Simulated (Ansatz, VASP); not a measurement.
Au: VASP beside Ansatz

Contents of INCAR:

```
  PREC = Accurate
  ENCUT = 520
  EDIFF = 1E-6
  ISMEAR = 0
  SIGMA = 0.15
  LREAL = False
  LASPH = True
  NELM = 100
  ALGO = Fast
  ISIF = 2
  LWAVE = False
  LCHARG = False
  GGA = PS
  NBANDS = 12
```

KPOINTS

```
Automatic mesh
0
Gamma
  20 20 20
```

The input POSCAR:

```
Au
1.0
    0.0000000000      2.0455000000      1.9432250000
    2.0455000000      0.0000000000      1.9432250000
    2.0455000000      2.0455000000      0.0000000000
Au
1
Direct
    0.0000000000      0.0000000000      0.0000000000
```

Input for Ansatz:

```yaml
crystal:
  lattice:
    - [0.0, 2.0455, 1.943225]
    - [2.0455, 0.0, 1.943225]
    - [2.0455, 2.0455, 0.0]
  atoms:
    - { symbol: Au, position: [0.0, 0.0, 0.0] }
basis:
  ecutwfc: 420
kpoints:
  mp_grid: { grid: [20, 20, 20] }
hamiltonian:
  xc: pbesol
scf:
  occupations: { method: gaussian, width: 0.15 }
output:
  forces: true
  stress: true
  eigenvalues: true
```

Change from the starting cell: strain +0.000 along x and y, -0.050 along z, atoms carried along.

Alike in both runs: task single point; functional PBEsol; k mesh 20 × 20 × 20; occupations gaussian, width 0.15 eV; no spin polarisation.

|  | VASP | Ansatz |
| --- | --- | --- |
| version | VASP 6.6.1 | Ansatz 0.2.0 |
| potentials or method | VASP PAW PBE potentials, release 64 (Au), cutoff 520 eV | scalar-relativistic, plane waves, PAW |
| valence electrons in the cell | 11 | 19 |

```csv
,VASP,Ansatz,Ansatz less VASP
gap on the k mesh at the Fermi level (eV),none,none,-
pressure (GPa),8.9,9.1,+0.27
"traceless stress, the component that is largest in VASP (GPa)",1.04,1.03,-0.008
```

VASP's potentials were made for PBE, not for PBEsol. A gap of «none» marks a metal or a gap that the smearing closes. VASP's potentials hold 11 valence electrons a cell and Ansatz's 19, so a difference there can come from the potentials and not from the codes.

Spin-orbit coupling is off throughout.
